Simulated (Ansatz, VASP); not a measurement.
**Two plane-wave programs on B3N2**

```
B N
1.0
     3.44772    0.00000    0.00000
    -1.72386    2.98581    0.00000
     0.00000    0.00000    4.40121
B N
3 2
Direct
  0.33585 0.00000 0.00000
  0.00000 0.33585 0.00000
  0.66415 0.66415 0.00000
  0.00000 0.00000 0.76515
  0.00000 0.00000 0.23485
```

Alike in both runs: functional PBE; k mesh 6 × 6 × 4; occupations gaussian, width 0.1 eV; no spin polarisation.

Ansatz relaxed the structure, and its values are those at the end. VASP's run is a single point on that final structure, the one shown.

|  | VASP | Ansatz |
| --- | --- | --- |
| version | VASP 6.6.1 | Ansatz 0.2.0 |
| potentials or method | VASP PAW PBE potentials, release 64 (B, N), cutoff 520 eV | scalar-relativistic, plane waves, PAW |
| valence electrons in the cell | 19 | 19 |

```csv
,VASP,Ansatz,Ansatz less VASP
gap on the k mesh at the Fermi level (eV),none,none,-
pressure (GPa),0.1,-0.2,-0.31
rms of the force components (eV/Å),0.048,0.006,-0.0415
```

A gap of «none» marks a metal or a gap that the smearing closes.
